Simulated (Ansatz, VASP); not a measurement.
## Al in VASP and in Ansatz

```
Al
1.0
     2.86870    0.00000    0.00000
    -1.43435    2.48437    0.00000
     0.00000    0.00000    4.86685
Al
2
Direct
  0.33333 0.66667 0.25000
  0.66667 0.33333 0.75000
```

Change from the starting cell: strain_xy = 0.02.

Alike in both runs: task single point; functional PBEsol; k mesh 11 × 11 × 6; occupations fermi-dirac, width 0.05 eV; no spin polarisation.

|  | VASP | Ansatz |
| --- | --- | --- |
| version | VASP 6.6.1 | Ansatz 0.2.0 |
| potentials or method | VASP PAW PBE potentials, release 64 (Al), cutoff 500 eV | all-electron LAPW, scalar-relativistic |

```tsv
	VASP	Ansatz	Ansatz less VASP
gap on the k mesh at the Fermi level (eV)	none	none	-
pressure (GPa)	-4.2	-4.2	-0.02
traceless stress, the component that is largest in VASP (GPa)	-2.13	-2.12	+0.014
```

VASP's potentials were made for PBE, not for PBEsol. A gap of «none» marks a metal or a gap that the smearing closes. Ansatz ran all-electron here, and VASP with PAW potentials.
